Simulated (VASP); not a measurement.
# BaZnF2 (P4/mmm) in VASP: single point with PBE

Aim: the single point of BaZnF2 with PBE.

All numbers are computed with VASP 6.6.1; they aren't measurements. Logs are shortened: lines on timing, memory, paths and dates and some standing lists are left out, and cuts for length are marked.

**1. The cell of the first run**

Symmetry: P4/mmm, No. 123, tetragonal system. Conventional cell: a = 3.096 Å, b = 3.096 Å, c = 8.991 Å, α = 90.00°, β = 90.00°, γ = 90.00°. Ba (site symmetry 4/mmm) has 2 F at 2.71 Å and 4 Ba at 3.10 Å within 3.6 Å. Within 2.4 Å of Zn (site symmetry 4/mmm) lie 2 F at 1.78 Å. F (site symmetry 4mm) has 1 Zn at 1.78 Å within 2.4 Å.

The cell was built from a structure type or drawn by symmetry, and may not be a known phase.

**2. Single point, PBE**

Contents of INCAR:

```
SYSTEM = BaZnF2
PREC     = Accurate       ! precision mode
ENCUT    = 520            ! plane-wave cutoff, eV
EDIFF    = 1E-6           ! SCF threshold, eV
ISMEAR   = 0              ! smearing method
SIGMA    = 0.1            ! smearing width, eV
LREAL    = .False.        ! projectors in reciprocal space
LASPH    = .True.         ! aspherical terms in the spheres
NELM     = 100            ! most SCF steps
ALGO     = Normal         ! electronic algorithm
ISIF     = 2              ! what is computed and relaxed
LWAVE    = .False.        ! write WAVECAR
LCHARG   = .True.         ! write CHGCAR
GGA      = PE             ! functional
LELF     = .True.         ! ELF
LVHAR    = .True.       
NBANDS   = 26             ! bands
```

Contents of KPOINTS:

```
regular mesh
0
Gamma
  6 6 2
  0 0 0
```

Contents of POSCAR:

```
BaZnF2
1.0
    3.0963395100      0.0000000000      0.0000000000
    0.0000000000      3.0963395100      0.0000000000
    0.0000000000      0.0000000000      8.9914570100
Ba Zn F
1 1 2
Direct
    0.0000000000      0.0000000000      0.0000000000
    0.0000000000      0.0000000000      0.5000000000
    0.0000000000      0.0000000000      0.3015582400
    0.0000000000      0.0000000000      0.6984417600
```

Potentials or basis: VASP PAW PBE potentials, release 64 (Ba_sv, Zn, F).

Command:

```console
cat potpaw_PBE.64/Ba_sv/POTCAR potpaw_PBE.64/Zn/POTCAR potpaw_PBE.64/F/POTCAR > POTCAR
mpirun -np 1 vasp_std > vasp.out
```

OUTCAR:

```text
SYSTEM = BaZnF2
   PREC = Accurate
   ENCUT = 520
   EDIFF = 1E-6
   ISMEAR = 0
   LREAL = .False.
   LASPH = .True.
   NELM = 100
   ISIF = 2
   GGA = PE

 ion  position               nearest neighbor table
   1  0.000  0.000  0.000-   3 2.71   4 2.71
   2  0.000  0.000  0.500-   3 1.78   4 1.78
   3  0.000  0.000  0.302-   2 1.78   1 2.71
   4  0.000  0.000  0.698-   2 1.78   1 2.71

  LATTYP: Found a simple tetragonal cell.
 ALAT       =     3.0963395100
 C/A-ratio  =     2.9038989365

  Lattice vectors:

 A1 = (   3.0963395100,   0.0000000000,   0.0000000000)
 A2 = (   0.0000000000,   3.0963395100,   0.0000000000)
 A3 = (   0.0000000000,   0.0000000000,   8.9914570100)

Analysis of symmetry for initial positions (statically):
=====================================================================
 Subroutine PRICEL returns:
 Original cell was already a primitive cell.

 Routine SETGRP: Setting up the symmetry group for a
 simple tetragonal supercell.

 Subroutine GETGRP returns: Found 16 space group operations
 (whereof 16 operations were pure point group operations)
 out of a pool of 16 trial point group operations.

The static configuration has the point symmetry D_4h.

Analysis of symmetry for dynamics (positions and initial velocities):
=====================================================================
 Subroutine PRICEL returns:
 Original cell was already a primitive cell.

 Routine SETGRP: Setting up the symmetry group for a
 simple tetragonal supercell.

 Subroutine GETGRP returns: Found 16 space group operations
 (whereof 16 operations were pure point group operations)
 out of a pool of 16 trial point group operations.

The dynamic configuration has the point symmetry D_4h.

 Subroutine INISYM returns: Found 16 space group operations
 (whereof 16 operations are pure point group operations),
 and found     1 'primitive' translations

----------------------------------------------------------------------------------------

                                     Primitive cell

  volume of cell :      86.2040

  direct lattice vectors                    reciprocal lattice vectors
     3.096339510  0.000000000  0.000000000     0.322962000  0.000000000  0.000000000
     0.000000000  3.096339510  0.000000000     0.000000000  0.322962000  0.000000000
     0.000000000  0.000000000  8.991457010     0.000000000  0.000000000  0.111216680

  length of vectors
     3.096339510  3.096339510  8.991457010     0.322962000  0.322962000  0.111216680

  position of ions in fractional coordinates (direct lattice)
     0.000000000  0.000000000  0.000000000
     0.000000000  0.000000000  0.500000000
     0.000000000  0.000000000  0.301558240
     0.000000000  0.000000000  0.698441760

  ion indices of the primitive-cell ions
   primitive index   ion index
                 1           1
                 2           2
                 3           3
                 4           4

----------------------------------------------------------------------------------------

 KPOINTS: regular mesh

Automatic generation of k-mesh.
 Grid dimensions read from file:
 generate k-points for:    6    6    2

 Generating k-lattice:

  Cartesian coordinates                     Fractional coordinates (reciprocal lattice)
     0.053827000  0.000000000  0.000000000     0.166666667  0.000000000  0.000000000
     0.000000000  0.053827000  0.000000000     0.000000000  0.166666667  0.000000000
     0.000000000  0.000000000  0.055608340     0.000000000  0.000000000  0.500000000

  Length of vectors
     0.053827000  0.053827000  0.055608340

  Shift w.r.t. Gamma in fractional coordinates (k-lattice)
     0.000000000  0.000000000  0.000000000

 Subroutine IBZKPT returns following result:
 ===========================================

 Found     20 irreducible k-points:

 Following reciprocal coordinates:
            Coordinates               Weight
  0.000000  0.000000  0.000000      1.000000
  0.166667  0.000000  0.000000      4.000000
  0.333333  0.000000  0.000000      4.000000
  0.500000  0.000000  0.000000      2.000000
  0.166667  0.166667  0.000000      4.000000
  0.333333  0.166667  0.000000      8.000000
[... 12 lines left out ...]
  0.500000  0.333333  0.500000      4.000000
  0.500000  0.500000  0.500000      1.000000
   k-points           NKPTS =     20   k-points in BZ     NKDIM =     20   number of bands    NBANDS=     26
   number of dos      NEDOS =    301   number of ions     NIONS =      4
   total plane-waves  NPLWV =  40320
   dimension x,y,z NGX =    24 NGY =   24 NGZ =   70
   dimension x,y,z NGXF=    48 NGYF=   48 NGZF=  140
   ions per type =               1   1   2
   NGX,Y,Z   is equivalent  to a cutoff of  12.89, 12.89, 12.94 a.u.
   NGXF,Y,Z  is equivalent  to a cutoff of  25.77, 25.77, 25.89 a.u.
 SYSTEM =  BaZnF2
   PREC   = accura    normal or accurate (medium, high low for compatibility)
   ISTART =      0    job   : 0-new  1-cont  2-samecut
   ICHARG =      2    charge: 1-file 2-atom 10-const
   ISPIN  =      1    spin polarized calculation?
   LNONCOLLINEAR =      F non collinear calculations
   LSORBIT =      F    spin-orbit coupling
   LASPH  =      T    aspherical Exc in radial PAW
   ENCUT  =  520.0 eV  38.22 Ry    6.18 a.u.   5.76  5.76 16.72*2*pi/ulx,y,z
   NELM   =    100;   NELMIN=  2; NELMDL= -5     # of ELM steps
   EDIFF  = 0.1E-05   stopping-criterion for ELM
   LREAL  =      F    real-space projection
   EDIFFG = 0.1E-04   stopping-criterion for IOM
   NSW    =      0    number of steps for IOM
   IBRION =     -1    ionic relax: 0-MD 1-quasi-New 2-CG
   NFREE  =      0    steps in history (QN), initial steepest desc. (CG)
   ISIF   =      2    stress and relaxation
   ISYM   =      2    0-nonsym 1-usesym 2-fastsym
   POTIM  = 0.5000    time-step for ionic-motion
   TEBEG  =    0.0;   TEEND  =   0.0 temperature during run
   PSTRESS=    0.0 pullay stress
   NELECT =      36.0000    total number of electrons
   NUPDOWN=      -1.0000    fix difference up-down
   EMIN   =  10.00;   EMAX   =-10.00  energy-range for DOS
   EFERMI =   0.00;   METHOD = LEGACY
   ISMEAR =     0;   SIGMA  =   0.10  broadening in eV -4-tet -1-fermi 0-gaus
   EFERMI_NEDOS =   21; number of points for ismear=-14 and -15
   IALGO  =     38    algorithm
   IMIX   =      4    mixing-type and parameters
     AMIX     =   0.40;   BMIX     =  1.00
     AMIX_MAG =   1.60;   BMIX_MAG =  1.00
  volume/ion in A,a.u.               =      21.55       145.43
  Fermi-wavevector in a.u.,A,eV,Ry     =   1.223676  2.312413 20.373146  1.497384
  Thomas-Fermi vector in A             =   2.358779
   LORBIT       =      0    0 simple, 1 ext, 2 COOP (PROOUT), +10 PAW based schemes
   GGA     = PE    functional components
   LHFCALC =     F    Hartree Fock is set to
   AEXX    =    0.0000 exact exchange contribution
   IVDW    =     0    specifies the selected vdW correction
   LEPSILON=     F    determine dielectric tensor
   LRPA    =     F    only Hartree local field effects (RPA)
 non-spin polarized calculation
 Gauss-broadening in eV      SIGMA  =   0.10
  energy-cutoff  :      520.00
  volume of cell :       86.20
 maximum number of plane-waves:      2352
 NGX is ok and might be reduce to    24
   NGX = 11   NGY = 11   NGZ = 33

 number of electron      35.9999983 magnetization

 Free energy of the ion-electron system (eV)
  ---------------------------------------------------
  ext. energy  EPLUGINS =         0.00000000
  ---------------------------------------------------
  free energy    TOTEN  =       -11.59376212 eV

  energy without entropy =      -11.57882348  energy(sigma->0) =      -11.58629280

 E-fermi :   2.1141     XC(G=0):  -8.7477

 val. band max:        2.0659596629   @ k =   0.3333   0.0000   0.5000
 cond. band min:       2.1427015261   @ k =   0.3333   0.0000   0.5000
 fundamental gap:      0.0767418632
 Fermi energy:         2.1141308373

 k-point     1 :       0.0000    0.0000    0.0000
  band No.  band energies     occupation
      1     -27.6300      2.00000
      2     -22.2229      2.00000
      3     -22.0874      2.00000
      4     -12.5713      2.00000
      5     -10.6124      2.00000
      6     -10.6124      2.00000
[... 18 lines left out ...]
     25       9.1991      0.00000
     26      11.4830      0.00000

 k-point     2 :       0.1667    0.0000    0.0000
  band No.  band energies     occupation
      1     -27.4734      2.00000
      2     -22.1970      2.00000
      3     -22.0623      2.00000
      4     -12.4267      2.00000
      5     -11.8484      2.00000
      6     -10.4983      2.00000
[... 18 lines left out ...]
     25       9.1081      0.00000
     26       9.3552      0.00000

 k-point     3 :       0.3333    0.0000    0.0000
  band No.  band energies     occupation
      1     -27.1329      2.00000
      2     -22.1450      2.00000
      3     -22.0114      2.00000
      4     -13.7574      2.00000
      5     -12.1133      2.00000
      6     -10.2572      2.00000
[... 18 lines left out ...]
     25       8.5269      0.00000
     26       9.2189      0.00000

 k-point     4 :       0.5000    0.0000    0.0000
  band No.  band energies     occupation
      1     -26.9461      2.00000
      2     -22.1189      2.00000
      3     -21.9852      2.00000
      4     -14.5675      2.00000
      5     -11.9420      2.00000
      6     -10.1292      2.00000
[... 18 lines left out ...]
     25       9.5453      0.00000
     26      10.2129      0.00000
[... 380 lines left out ...]
      1     -26.6442      2.00000
      2     -22.0997      2.00000
      3     -21.9123      2.00000
      4     -13.2896      2.00000
      5     -13.2427      2.00000
      6     -11.7133      2.00000
[... 18 lines left out ...]
     25       8.9161      0.00000
     26       9.3105      0.00000

 k-point    19 :       0.5000    0.3333    0.5000
  band No.  band energies     occupation
      1     -26.4611      2.00000
      2     -22.0751      2.00000
      3     -21.8886      2.00000
      4     -14.0551      2.00000
      5     -13.0817      2.00000
      6     -11.5571      2.00000
[... 18 lines left out ...]
     25       9.2637      0.00000
     26       9.7354      0.00000

 k-point    20 :       0.5000    0.5000    0.5000
  band No.  band energies     occupation
      1     -26.2796      2.00000
      2     -22.0507      2.00000
      3     -21.8654      2.00000
      4     -13.8613      2.00000
      5     -13.8613      2.00000
      6     -11.4071      2.00000
[... 18 lines left out ...]
     25       9.1031      0.00000
     26       9.1833      0.00000

------------------------ aborting loop because EDIFF is reached ----------------------------------------

  FORCE on cell =-STRESS in cart. coord.  units (eV):
  Direction    XX          YY          ZZ          XY          YZ          ZX
  --------------------------------------------------------------------------------------
  -------------------------------------------------------------------------------------
  Total        4.4856495      4.4856495      3.2019772      0.0000000      0.0000000     -0.0000000
  in kB       83.3697883     83.3697883     59.5115958      0.0000000      0.0000000     -0.0000000
  external PRESSURE =      75.4170575 kB  Pullay stress =       0.0000000 kB

 VOLUME and BASIS-vectors are now :
 -----------------------------------------------------------------------------
  energy-cutoff  :      520.00
  volume of cell :       86.20
      direct lattice vectors                 reciprocal lattice vectors
     3.096339510  0.000000000  0.000000000     0.322962000  0.000000000  0.000000000
     0.000000000  3.096339510  0.000000000     0.000000000  0.322962000  0.000000000
     0.000000000  0.000000000  8.991457010     0.000000000  0.000000000  0.111216680

 POSITION                                       TOTAL-FORCE (eV/Angst)
 -----------------------------------------------------------------------------------
      0.00000      0.00000      0.00000         0.000000      0.000000      0.000000
      0.00000      0.00000      4.49573         0.000000      0.000000      0.000000
      0.00000      0.00000      2.71145        -0.000000      0.000000     -2.333084
      0.00000      0.00000      6.28001         0.000000     -0.000000      2.333084
 -----------------------------------------------------------------------------------
    total drift:                                0.000000      0.000000      0.000000

  FREE ENERGIE OF THE ION-ELECTRON SYSTEM (eV)
  ---------------------------------------------------
  free  energy   TOTEN  =       -11.5937621210 eV

  energy  without entropy=      -11.5788234839  energy(sigma->0) =      -11.58629280
```

It took 64 s on 1 thread of Intel Xeon 8259CL, shared host; peak memory 0.21 GiB.

Results:

```yaml
Free_energy: -11.5938 eV
Pressure: 7.5 GPa
Largest_force: 2.333 eV/Å
Band_gap_on_the_k_mesh: zero (bands 18 and 19 overlap by 1.26 eV)
```

Forces in eV/Å, atoms in the order of the input:
```
Ba   0.000  0.000  0.000
Zn   0.000  0.000  0.000
F    0.000  0.000 -2.333
F    0.000  0.000  2.333
```

Stress tensor (GPa, compression positive):
```
8.34 0.00 0.00
0.00 8.34 0.00
0.00 0.00 5.95
```

Caveat: the cell stands under pressure; spin-orbit coupling is left out, which moves the levels of the heavy elements; forces of over 1 eV/Å act on the atoms, so gaps and moduli don't describe the material at rest.
